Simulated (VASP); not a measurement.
# TaAs in VASP: notebook, part 2 of 2

VASP 6.6.1. The steps go on from the part before.

**3. Single point, PBE**

INCAR

```
SYSTEM = TaAs
  PREC = Accurate
  ENCUT = 520
  EDIFF = 1E-7
  ISMEAR = 0
  SIGMA = 0.05
  LREAL = .False.
  LASPH = .True.
  NELM = 100
  ALGO = Normal
  ISIF = 2
  LWAVE = .False.
  LCHARG = .False.
  GGA = PE
  NBANDS = 24
```

KPOINTS

```
regular mesh
0
Gamma
  10 10 10
  0 0 0
```

POSCAR

```
TaAs
1.0
    0.0000000000     -3.4436267244      0.0000000000
    3.4436267244      0.0000000000      0.0000000000
   -1.7218133622      1.7218133622      5.8679415361
Ta As
2 2
Direct
    0.4999673000      0.9999673000      0.9999346000
    0.7499673000      0.7499673000      0.4999346000
    0.0826321200      0.5826321200      0.1652642400
    0.3326321200      0.3326321200      0.6652642400
```

Potentials or basis: VASP PAW PBE potentials, release 64 (Ta_pv, As).

Command:

```console
> cat potpaw_PBE.64/Ta_pv/POTCAR potpaw_PBE.64/As/POTCAR > POTCAR
> mpirun -np 1 vasp_std > vasp.out
```

OUTCAR:

```text
SYSTEM = TaAs
   PREC = Accurate
   ENCUT = 520
   EDIFF = 1E-7
   ISMEAR = 0
   LREAL = .False.
   LASPH = .True.
   NELM = 100
   ISIF = 2
   GGA = PE

 ion  position               nearest neighbor table
   1  0.500  1.000  1.000-   4 2.61   4 2.61   3 2.62   3 2.62   3 2.62   3 2.62   2 3.40   2 3.40
                             2 3.40   2 3.40
   2  0.750  0.750  0.500-   3 2.61   3 2.61   4 2.62   4 2.62   4 2.62   4 2.62   1 3.40   1 3.40
                             1 3.40   1 3.40
   3  0.083  0.583  0.165-   2 2.61   2 2.61   1 2.62   1 2.62   1 2.62   1 2.62
   4  0.333  0.333  0.665-   1 2.61   1 2.61   2 2.62   2 2.62   2 2.62   2 2.62

  LATTYP: Found a body centered tetragonal cell.
 ALAT       =     3.4436267244
 C/A-ratio  =     3.4080009279

  Lattice vectors:

 A1 = (  -1.7218133622,  -1.7218133622,  -5.8679415361)
 A2 = (   1.7218133622,   1.7218133622,  -5.8679415361)
 A3 = (   1.7218133622,  -1.7218133622,   5.8679415361)

Analysis of symmetry for initial positions (statically):
=====================================================================
 Subroutine PRICEL returns:
 Original cell was already a primitive cell.

 Routine SETGRP: Setting up the symmetry group for a
 body centered tetragonal supercell.

 Subroutine GETGRP returns: Found  8 space group operations
 (whereof  4 operations were pure point group operations)
 out of a pool of 16 trial point group operations.

The static configuration has the point symmetry C_2v.
 The point group associated with its full space group is C_4v.

Analysis of symmetry for dynamics (positions and initial velocities):
=====================================================================
 Subroutine PRICEL returns:
 Original cell was already a primitive cell.

 Routine SETGRP: Setting up the symmetry group for a
 body centered tetragonal supercell.

 Subroutine GETGRP returns: Found  8 space group operations
 (whereof  4 operations were pure point group operations)
 out of a pool of 16 trial point group operations.

The dynamic configuration has the point symmetry C_2v.
 The point group associated with its full space group is C_4v.

 Subroutine INISYM returns: Found  8 space group operations
 (whereof  4 operations are pure point group operations),
 and found     1 'primitive' translations

----------------------------------------------------------------------------------------

                                     Primitive cell

  volume of cell :      69.5854

  direct lattice vectors                    reciprocal lattice vectors
     0.000000000 -3.443626724  0.000000000     0.000000000 -0.290391520  0.085208756
     3.443626724  0.000000000  0.000000000     0.290391520  0.000000000  0.085208756
    -1.721813362  1.721813362  5.867941536     0.000000000  0.000000000  0.170417512

  length of vectors
     3.443626724  3.443626724  6.353111079     0.302634709  0.302634709  0.170417512

  position of ions in fractional coordinates (direct lattice)
     0.499967300  0.999967300  0.999934600
     0.749967300  0.749967300  0.499934600
     0.082632120  0.582632120  0.165264240
     0.332632120  0.332632120  0.665264240

  ion indices of the primitive-cell ions
   primitive index   ion index
                 1           1
                 2           2
                 3           3
                 4           4

----------------------------------------------------------------------------------------

 KPOINTS: regular mesh

Automatic generation of k-mesh.
 Grid dimensions read from file:
 generate k-points for:   10   10   10

 Generating k-lattice:

  Cartesian coordinates                     Fractional coordinates (reciprocal lattice)
     0.000000000 -0.029039152  0.008520876     0.100000000  0.000000000  0.000000000
     0.029039152  0.000000000  0.008520876     0.000000000  0.100000000  0.000000000
     0.000000000  0.000000000  0.017041751     0.000000000  0.000000000  0.100000000

  Length of vectors
     0.030263471  0.030263471  0.017041751

  Shift w.r.t. Gamma in fractional coordinates (k-lattice)
     0.000000000  0.000000000  0.000000000

 Subroutine IBZKPT returns following result:
 ===========================================

 Found    102 irreducible k-points:

 Following reciprocal coordinates:
            Coordinates               Weight
  0.000000  0.000000  0.000000      1.000000
  0.100000  0.000000  0.000000      8.000000
  0.200000  0.000000  0.000000      8.000000
  0.300000  0.000000  0.000000      8.000000
  0.400000  0.000000  0.000000      8.000000
  0.500000  0.000000  0.000000      4.000000
[... 16 lines left out ...]
  0.300000  0.300000  0.000000      8.000000
  0.400000  0.300000  0.000000     16.000000
 [... further k-points ...]
   k-points           NKPTS =    102   k-points in BZ     NKDIM =    102   number of bands    NBANDS=     24
   number of dos      NEDOS =    301   number of ions     NIONS =      4
   total plane-waves  NPLWV =  37632
   dimension x,y,z NGX =    28 NGY =   28 NGZ =   48
   dimension x,y,z NGXF=    56 NGYF=   56 NGZF=   96
   ions per type =               2   2
   NGX,Y,Z   is equivalent  to a cutoff of  13.52, 13.52, 12.56 a.u.
   NGXF,Y,Z  is equivalent  to a cutoff of  27.03, 27.03, 25.12 a.u.
 SYSTEM =  TaAs
   PREC   = accura    normal or accurate (medium, high low for compatibility)
   ISTART =      0    job   : 0-new  1-cont  2-samecut
   ICHARG =      2    charge: 1-file 2-atom 10-const
   ISPIN  =      1    spin polarized calculation?
   LNONCOLLINEAR =      F non collinear calculations
   LSORBIT =      F    spin-orbit coupling
   LASPH  =      T    aspherical Exc in radial PAW
   ENCUT  =  520.0 eV  38.22 Ry    6.18 a.u.   6.40  6.40 11.81*2*pi/ulx,y,z
   NELM   =    100;   NELMIN=  2; NELMDL= -5     # of ELM steps
   EDIFF  = 0.1E-06   stopping-criterion for ELM
   LREAL  =      F    real-space projection
   EDIFFG = 0.1E-05   stopping-criterion for IOM
   NSW    =      0    number of steps for IOM
   IBRION =     -1    ionic relax: 0-MD 1-quasi-New 2-CG
   NFREE  =      0    steps in history (QN), initial steepest desc. (CG)
   ISIF   =      2    stress and relaxation
   ISYM   =      2    0-nonsym 1-usesym 2-fastsym
   POTIM  = 0.5000    time-step for ionic-motion
   TEBEG  =    0.0;   TEEND  =   0.0 temperature during run
   PSTRESS=    0.0 pullay stress
   NELECT =      32.0000    total number of electrons
   NUPDOWN=      -1.0000    fix difference up-down
   EMIN   =  10.00;   EMAX   =-10.00  energy-range for DOS
   EFERMI =   0.00;   METHOD = LEGACY
   ISMEAR =     0;   SIGMA  =   0.05  broadening in eV -4-tet -1-fermi 0-gaus
   EFERMI_NEDOS =   21; number of points for ismear=-14 and -15
   IALGO  =     38    algorithm
   IMIX   =      4    mixing-type and parameters
     AMIX     =   0.40;   BMIX     =  1.00
     AMIX_MAG =   1.60;   BMIX_MAG =  1.00
  volume/ion in A,a.u.               =      17.40       117.40
  Fermi-wavevector in a.u.,A,eV,Ry     =   1.263627  2.387909 21.725142  1.596753
  Thomas-Fermi vector in A             =   2.396974
   LORBIT       =      0    0 simple, 1 ext, 2 COOP (PROOUT), +10 PAW based schemes
   GGA     = PE    functional components
   LHFCALC =     F    Hartree Fock is set to
   AEXX    =    0.0000 exact exchange contribution
   IVDW    =     0    specifies the selected vdW correction
   LEPSILON=     F    determine dielectric tensor
   LRPA    =     F    only Hartree local field effects (RPA)
 non-spin polarized calculation
 Gauss-broadening in eV      SIGMA  =   0.05
  energy-cutoff  :      520.00
  volume of cell :       69.59
 maximum number of plane-waves:      1906
 NGX is ok and might be reduce to    28
   NGX = 13   NGY = 13   NGZ = 23

 number of electron      32.0000002 magnetization

 Free energy of the ion-electron system (eV)
  ---------------------------------------------------
  ext. energy  EPLUGINS =         0.00000000
  ---------------------------------------------------
  free energy    TOTEN  =       -35.10394684 eV

  energy without entropy =      -35.10330116  energy(sigma->0) =      -35.10362400

 E-fermi :   6.9569     XC(G=0): -11.9088

 val. band max:        6.9323145361   @ k =   0.4000   0.0000   0.1000
 cond. band min:       6.9780358490   @ k =   0.4000   0.0000   0.1000
 fundamental gap:      0.0457213130
 Fermi energy:         6.9568875230

 k-point     1 :       0.0000    0.0000    0.0000
  band No.  band energies     occupation
      1     -28.0120      2.00000
      2     -27.9679      2.00000
      3     -27.9679      2.00000
      4     -27.8203      2.00000
      5     -27.8203      2.00000
      6     -27.7758      2.00000
[... 637 lines left out ...]
     23      11.8503      0.00000
     24      12.1974      0.00000

 [... further k-points ...]
[... 5 lines left out ...]
  --------------------------------------------------------------------------------------
  -------------------------------------------------------------------------------------
  Total        1.2703450      1.2703450      0.8687133      0.0000000      0.0000000      0.0000000
  in kB       29.2492243     29.2492243     20.0018032      0.0000000      0.0000000      0.0000000
  external PRESSURE =      26.1667506 kB  Pullay stress =       0.0000000 kB

 VOLUME and BASIS-vectors are now :
 -----------------------------------------------------------------------------
  energy-cutoff  :      520.00
  volume of cell :       69.59
      direct lattice vectors                 reciprocal lattice vectors
     0.000000000 -3.443626724  0.000000000     0.000000000 -0.290391520  0.085208756
     3.443626724  0.000000000  0.000000000     0.290391520  0.000000000  0.085208756
    -1.721813362  1.721813362  5.867941536     0.000000000  0.000000000  0.170417512

 POSITION                                       TOTAL-FORCE (eV/Angst)
 -----------------------------------------------------------------------------------
      1.72181      0.00000      5.86756        -0.000000      0.000000      0.030002
      1.72181     -1.72181      2.93359        -0.000000      0.000000      0.030002
      1.72181      0.00000      0.96976         0.000000     -0.000000     -0.030002
      0.00000      0.00000      3.90373         0.000000     -0.000000     -0.030002
 -----------------------------------------------------------------------------------
    total drift:                                0.000001     -0.000001      0.000293

  FREE ENERGIE OF THE ION-ELECTRON SYSTEM (eV)
  ---------------------------------------------------
  free  energy   TOTEN  =       -35.1039468356 eV

  energy  without entropy=      -35.1033011645  energy(sigma->0) =      -35.10362400
```

It took 76 s on 1 thread of AMD EPYC 9R45 (Zen 5), shared host; peak memory 0.26 GiB.

Results:

```yaml
Free_energy: -35.1039 eV
Pressure: 2.6 GPa
Largest_force: 0.030 eV/Å
Band_gap_on_the_k_mesh: 0.05 eV
```

Forces in eV/Å, atoms in the order of the input:
```
Ta   0.000  0.000  0.030
Ta   0.000  0.000  0.030
As   0.000  0.000 -0.030
As   0.000  0.000 -0.030
```

Stress tensor (GPa, compression positive):
```
2.92 0.00 0.00
0.00 2.92 0.00
0.00 0.00 2.00
```

Levels at points of the mesh, in eV from the valence-band top:
```
           k point  band 14  band 15  band 16  band 17  band 18  band 19
(0.00, 0.00, 0.00)    -1.91    -1.59    -1.59     0.96     1.62     2.37
(0.50, 0.00, 0.00)    -2.29    -1.54    -0.23     0.18     1.42     2.29
(0.50, 0.50, 0.00)    -3.16    -1.08    -1.08     2.86     2.86     3.11
(0.00, 0.00, 0.50)    -2.75    -0.87    -0.87     1.27     1.27     2.33
```

Caveat: spin-orbit coupling is left out, which moves the levels of the heavy elements. A k mesh can miss the band edges.

**4. Single point, LDA**

INCAR

```
SYSTEM = TaAs
ALGO = Normal
EDIFF = 1E-6
ENCUT = 520
ISIF = 2
ISMEAR = 0
LASPH = .True.
LCHARG = .False.
LREAL = .False.
LWAVE = .False.
NBANDS = 24
NELM = 60
PREC = Accurate
SIGMA = 0.05
```

KPOINTS

```
k-points
0
Gamma
  10 10 10
  0 0 0
```

POSCAR is that of step 3.

Potentials or basis: VASP PAW LDA potentials, release 64 (Ta_pv, As).

Command:

```console
> cat potpaw_LDA.64/Ta_pv/POTCAR potpaw_LDA.64/As/POTCAR > POTCAR
> mpirun -np 1 vasp_std > vasp.out
```

Wall time 69 s (1 thread of AMD EPYC 9R45 (Zen 5), shared host); peak memory 0.24 GiB.

It converged, with:

```yaml
Free_energy: -38.8982 eV
Pressure: -6.6 GPa
Largest_force: 0.025 eV/Å
Band_gap_on_the_k_mesh: 0.03 eV
```

Forces in eV/Å, atoms in the order of the input:
```
Ta   0.000  0.000  0.025
Ta   0.000  0.000  0.025
As   0.000  0.000 -0.025
As   0.000  0.000 -0.025
```

Levels at points of the mesh, in eV from the valence-band top:
```csv
k point,band 14,band 15,band 16,band 17,band 18,band 19
"(0.00, 0.00, 0.00)",-1.90,-1.56,-1.56,0.94,1.59,2.36
"(0.50, 0.00, 0.00)",-2.22,-1.53,-0.22,0.16,1.40,2.27
"(0.50, 0.50, 0.00)",-3.12,-1.01,-1.01,2.81,2.81,3.08
"(0.00, 0.00, 0.50)",-2.73,-0.82,-0.82,1.25,1.25,2.29
```

Caveat: the cell stands under tension; spin-orbit coupling is left out, which moves the levels of the heavy elements. A k mesh can miss the band edges.

**5. Single point, PBE**

INCAR

```
ALGO     = Normal         # electronic algorithm
EDIFF    = 1E-7           # SCF threshold, eV
ENCUT    = 520            # plane-wave cutoff, eV
GGA      = PE             # functional
ISIF     = 2              # what is computed and relaxed
ISMEAR   = 0              # smearing method
LASPH    = True           # aspherical terms in the spheres
LCHARG   = True           # write CHGCAR
LELF     = True           # ELF
LREAL    = False          # projectors in reciprocal space
LVHAR    = True         
LWAVE    = False          # write WAVECAR
NBANDS   = 24             # bands
NELM     = 100            # most SCF steps
PREC     = Accurate       # precision mode
SIGMA    = 0.05           # smearing width, eV
```

KPOINTS

```
k-points
0
Gamma
  10 10 10
```

POSCAR: that of step 4 with these lines changed.

```diff
@@ -9,3 +9,3 @@
     0.4999673000      0.9999673000      0.9999346000
-    0.7499673000      0.7499673000      0.4999346000
+    0.7499673000      0.7644868760      0.4999346000
     0.0826321200      0.5826321200      0.1652642400
```

Potentials or basis: VASP PAW PBE potentials, release 64 (Ta_pv, As).

Command:

```console
> cat potpaw_PBE.64/Ta_pv/POTCAR potpaw_PBE.64/As/POTCAR > POTCAR
> mpirun -np 1 vasp_std > vasp.out
```

It took 4.3 min on 1 thread of AMD EPYC 9R45 (Zen 5), shared host; peak memory 0.48 GiB.

Results (log left out):

| Item | Value |
| --- | --- |
| Free energy | -35.0902 eV |
| Pressure | 2.7 GPa |
| Largest force | 0.560 eV/Å |
| Band gap on the k mesh | zero (bands 16 and 17 overlap by 0.02 eV) |

Forces on the atoms (eV/Å):
```
Ta   0.103  0.000  0.025
Ta  -0.560  0.000  0.006
As   0.028  0.000 -0.027
As   0.429  0.000 -0.004
```

Stress tensor (GPa, compression positive):
```
3.08 0.00 1.37
0.00 3.08 0.00
1.37 0.00 1.96
```

Levels at points of the mesh, in eV from the Fermi level:
| k point | band 13 | band 14 | band 15 | band 16 | band 17 | band 18 | band 19 | band 20 |
| --- | --- | --- | --- | --- | --- | --- | --- | --- |
| (0.00, 0.00, 0.00) | -2.27 | -1.95 | -1.62 | -1.60 | 0.94 | 1.59 | 2.33 | 3.09 |
| (0.50, 0.00, 0.00) | -2.42 | -2.31 | -1.57 | -0.28 | 0.17 | 1.37 | 2.27 | 2.47 |
| (0.00, 0.50, 0.50) | -2.36 | -2.33 | -1.54 | -0.32 | 0.12 | 1.45 | 2.31 | 2.45 |
| (0.00, 0.50, 0.00) | -2.47 | -2.31 | -1.59 | -0.19 | 0.18 | 1.34 | 2.22 | 2.51 |
| (0.50, 0.50, 0.00) | -3.22 | -3.16 | -1.16 | -1.06 | 2.82 | 2.83 | 3.07 | 3.10 |
| (0.00, 0.00, 0.50) | -2.78 | -2.75 | -0.91 | -0.89 | 1.25 | 1.25 | 2.28 | 2.31 |

Caveat: spin-orbit coupling is left out, which moves the levels of the heavy elements.

**6. Summary**

```tsv
level	potentials or basis	cell	gap on the mesh (eV)	pressure (GPa)	largest force (eV/Å)
PBE	VASP PAW PBE potentials, release 64 (Ta_pv, As)	as given, atomic positions A	0.05	2.6	0.03
LDA	VASP PAW LDA potentials, release 64 (Ta_pv, As)	as given, atomic positions A	0.03	-6.6	0.02
PBE	VASP PAW PBE potentials, release 64 (Ta_pv, As)	as given, atomic positions B	none	2.7	0.56
```

Alike in all rows: task single point; no spin polarisation; k mesh 10 × 10 × 10; cutoff (eV) 520; smearing gaussian 0.05 eV.

Caveats: spin-orbit coupling is left out, which moves the levels of the heavy elements; the cell stands under tension (at least some runs).

Total energies depend on the potentials used, so only differences within one code and one set of settings carry meaning.
